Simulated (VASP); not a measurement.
Runs of VASP 6.6.1 on Sr4O. The structure is that of space group P-43m (No. 215), or close to it. The cells are those of the table. 

| potentials or basis | cell | k mesh | cutoff (eV) | second run | gap on the mesh (eV) | pressure (GPa) | largest force (eV/Å) |
| --- | --- | --- | --- | --- | --- | --- | --- |
| VASP PAW PBE potentials, release 64 (Sr_sv, O) | a = 6.114 Å, 5 atoms | 6 × 6 × 6 | 520 | - | none | (a) | (b) |
| VASP PAW PBE potentials, release 64 (Sr_sv, O) | a = 6.128 Å, 5 atoms | 4 × 4 × 4 | 520 | - | none | 0.0 | 0.02 |
| VASP PAW PBE potentials, release 64 (Sr_sv, O_h) | a = 6.128 Å, 5 atoms | 4 × 4 × 4 | 910 | hard_potentials | none | -0.1 | 0.02 |
| VASP PAW PBE potentials, release 64 (Sr_sv, O) | a = 5.936 Å, 5 atoms | 4 × 4 × 4 | 520 | - | none | -0.6 | - |

Alike in all rows: task single point; level PBE; no spin polarisation; smearing gaussian 0.1 eV.

Problem. Fill in the values left out.

Solution. (a) 0.1; (b) 0.06.

Caveats: the cutoff is under 1.25 times the usual one of these potentials, so pressure, stress and relaxed cells hold a basis-set (Pulay) error (some runs).

A k mesh can miss the band edges, and the runs leave out spin-orbit coupling on Sr.

A gap of «none» marks levels without a gap at the run's occupations.
